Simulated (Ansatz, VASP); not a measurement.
# Cs: VASP beside Ansatz

File INCAR:

```
SYSTEM = Cs
PREC     = Accurate       ! precision mode
ENCUT    = 520            ! plane-wave cutoff, eV
EDIFF    = 1E-6           ! SCF threshold, eV
ISMEAR   = -1             ! smearing method
SIGMA    = 0.05           ! smearing width, eV
LREAL    = .FALSE.        ! projectors in reciprocal space
LASPH    = .TRUE.         ! aspherical terms in the spheres
NELM     = 80             ! most SCF steps
ALGO     = Normal         ! electronic algorithm
ISIF     = 2              ! what is computed and relaxed
LWAVE    = .FALSE.        ! write WAVECAR
LCHARG   = .FALSE.        ! write CHGCAR
GGA      = CA             ! functional
NBANDS   = 10             ! bands
```

File KPOINTS:

```
Automatic mesh
0
G
  9 9 9
  0 0 0
```

The input POSCAR:

```
Cs
1.0
   -3.0225000000      3.0225000000      3.0225000000
    3.0225000000     -3.0225000000      3.0225000000
    3.0225000000      3.0225000000     -3.0225000000
Cs
1
Direct
    0.0000000000      0.0000000000      0.0000000000
```

Input for Ansatz:

```yaml
crystal:
  lattice:
    - [-3.0225, 3.0225, 3.0225]
    - [3.0225, -3.0225, 3.0225]
    - [3.0225, 3.0225, -3.0225]
  atoms:
    - { symbol: Cs, position: [0.0, 0.0, 0.0] }
kpoints:
  mp_grid: { grid: [9, 9, 9] }
  band_path:
    path:
      - [0.0, 0.0, 0.0]
      - [0.5, -0.5, 0.5]
      - [0.0, 0.0, 0.5]
      - [0.0, 0.0, 0.0]
      - [0.25, 0.25, 0.25]
      - [0.5, -0.5, 0.5]
      - [0.25, 0.25, 0.25]
      - [0.0, 0.0, 0.5]
    npoints: 14
scf:
  occupations: { method: fermi_dirac, width: 0.05 }
hamiltonian:
  xc: lda
  pseudopotentials: { kind: all_electron, lapw: { basis_error: 0.001 } }
output:
  forces: true
  stress: true
  eigenvalues: true
  populations: true
  dos: { projected: true, de: 0.2, e_range: [-14, 8] }
```

Alike in both runs: task single point; functional LDA; k mesh 9 × 9 × 9; occupations fermi-dirac, width 0.05 eV; no spin polarisation.

```csv
,VASP,Ansatz
version,VASP 6.6.1,Ansatz 0.2.0
potentials or method,"VASP PAW LDA potentials, release 64 (Cs_sv), cutoff 520 eV","all-electron LAPW, scalar-relativistic"
```

|  | VASP | Ansatz | Ansatz less VASP |
| --- | --- | --- | --- |
| pressure (GPa) | -0.3 | -0.3 | +0.01 |

LDA's correlation is that of Perdew and Zunger in VASP and of Perdew and Wang (1992) in Ansatz. Ansatz ran all-electron here, and VASP with PAW potentials.

Spin-orbit coupling is off throughout.
